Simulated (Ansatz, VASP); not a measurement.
## BN in VASP and in Ansatz

Contents of POSCAR:

```
BN
1.0
    0.0430751675      1.8479006210      1.8479006210
    1.8479006210      0.0430751675      1.8479006210
    1.8479006210      1.8479006210      0.0430751675
B N
1 1
Direct
   -0.0003674759     -0.0003674759     -0.0003674759
    0.2503674759      0.2503674759      0.2503674759
```

Contents of INCAR.step1:

```
PREC     = Accurate       # precision mode
ENCUT    = 910            # plane-wave cutoff, eV
ISMEAR   = 0              # smearing method
SIGMA    = 0.01           # smearing width, eV
LREAL    = False          # projectors in reciprocal space
LASPH    = True           # aspherical terms in the spheres
NELM     = 120            # most SCF steps
NBANDS   = 11             # bands
GGA      = PE             # functional
ALGO     = Normal         # electronic algorithm
EDIFF    = 1E-5           # SCF threshold, eV
LWAVE    = True           # write WAVECAR
LCHARG   = False          # write CHGCAR
GGA_COMPAT= False
```

The input INCAR.step2:

```
PREC     = Accurate       # precision mode
ENCUT    = 910            # plane-wave cutoff, eV
EDIFF    = 1E-6           # SCF threshold, eV
ISMEAR   = 0              # smearing method
SIGMA    = 0.01           # smearing width, eV
LREAL    = False          # projectors in reciprocal space
LASPH    = True           # aspherical terms in the spheres
NELM     = 120            # most SCF steps
ALGO     = Normal         # electronic algorithm
ISIF     = 2              # what is computed and relaxed
LWAVE    = False          # write WAVECAR
LCHARG   = False          # write CHGCAR
METAGGA  = R2SCAN         # meta-GGA
LMIXTAU  = True         
NBANDS   = 11             # bands
ISTART   = 1            
GGA_COMPAT= False
```

Contents of KPOINTS:

```
Automatic mesh
0
Gamma
  12 12 12
```

Input for Ansatz:

```yaml
crystal:
  lattice:
    - [0.0430751675, 1.847900621, 1.847900621]
    - [1.847900621, 0.0430751675, 1.847900621]
    - [1.847900621, 1.847900621, 0.0430751675]
  atoms:
    - { symbol: B, position: [-0.0003674759, -0.0003674759, -0.0003674759] }
    - { symbol: "N", position: [0.2503674759, 0.2503674759, 0.2503674759] }
kpoints:
  mp_grid: { grid: [12, 12, 12] }
  band_path:
    path:
      - [0.0, 0.0, 0.0]
      - [-0.5, -0.5, 0.0]
      - [-0.375, -0.375, 0.25]
      - [-0.375, 0.0, 0.375]
      - [0.0, 0.0, 0.5]
      - [-0.5, -0.25, 0.25]
    npoints: 1
hamiltonian:
  xc: r2scan
scf:
  occupations: { method: fixed }
  n_extra_bands: 4
output:
  forces: true
  stress: true
  eigenvalues: true
```

Change from the starting cell: shear_111 strain +3.6%.

Alike in both runs: task single point; functional r2SCAN; k mesh 12 × 12 × 12; no spin polarisation.

|  | VASP | Ansatz |
| --- | --- | --- |
| version | VASP 6.6.1 | Ansatz 0.2.0 |
| potentials or method | VASP PAW PBE potentials, release 64 (B_h, N_h) | plane waves, PAW |
| plane-wave cutoff (eV) | 910 | 500 |
| occupations | gaussian, width 0.01 eV | fixed |
| valence electrons in the cell | 8 | 8 |

|  | VASP | Ansatz | Ansatz less VASP |
| --- | --- | --- | --- |
| gap on the k mesh at the Fermi level (eV) | 4.90 | 4.90 | +0.005 |

VASP's potentials were made for PBE, not for r2SCAN.

Noted on VASP's run: the cutoff is short for stress, so the pressure is rough.
